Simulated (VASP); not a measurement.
Wanted: the native input for a VASP 6.6.1 run.

| Property | Result |
| --- | --- |
| Task | electric field gradients |
| Functional | PBE |
| Potentials or basis | VASP PAW PBE potentials, release 64 (O) |
| Cutoff | 520 eV |
| k mesh | 11 × 11 × 8 |
| Occupations | fermi-dirac, width 0.01 eV |
| Spin | no spin polarisation |
| Dipole correction | no |
| Further INCAR settings | ALGO = Normal; EDIFF = 1e-08; NBANDS = 13 |

The structure of O lies in POSCAR:

```
O
1.0
    2.7015000000     -1.7145000000      0.0000000000
    2.7015000000      1.7145000000      0.0000000000
   -1.9649900000      0.0000000000      3.7479900000
O
2
Direct
    0.0640000000      0.0640000000      0.1530000000
    0.9360000000      0.9360000000      0.8470000000
```

The input as run:

INCAR

```
PREC     = Accurate       # precision mode
ENCUT    = 520            # plane-wave cutoff, eV
EDIFF    = 1E-8           # SCF threshold, eV
ISMEAR   = -1             # smearing method
SIGMA    = 0.01           # smearing width, eV
LREAL    = False          # projectors in reciprocal space
LASPH    = True           # aspherical terms in the spheres
NELM     = 60             # most SCF steps
ALGO     = Normal         # electronic algorithm
ISIF     = 2              # what is computed and relaxed
LWAVE    = False          # write WAVECAR
LCHARG   = False          # write CHGCAR
GGA      = PE             # functional
LEFG     = True         
NBANDS   = 13             # bands
```

KPOINTS

```
regular mesh
0
Gamma
  11 11 8
```

Potentials or basis: VASP PAW PBE potentials, release 64 (O).

Launch:

```sh
$ cat potpaw_PBE.64/O/POTCAR > POTCAR
$ mpirun -np 1 vasp_std > vasp.out
```

Results of the run:

| Item | Value |
| --- | --- |
| Pressure | 11.0 GPa |
| Largest force | 7.999 eV/Å |
| Band gap on the k mesh | zero (bands 6 and 7 overlap by 0.60 eV) |
| Largest electric field gradient by atom | O +114.3 V/Å² |

Caveat: the standard files for N, O and F lose accuracy on very short bonds; spin is off for a triplet molecule; the stress differs along the axes, from -5 to 42 GPa; this functional lacks dispersion, which holds the molecules together, so the pressure and a relaxed volume are unreliable; without QUAD_EFG the Cq values of the log hold for a quadrupole moment of 1 mb, not for the nuclei; forces of over 1 eV/Å act on the atoms, so gaps and moduli don't describe the material at rest.

It took 87 s on 1 thread of Oxide Virtual Turin-like Processor (shared host), peak memory 0.18 GiB.
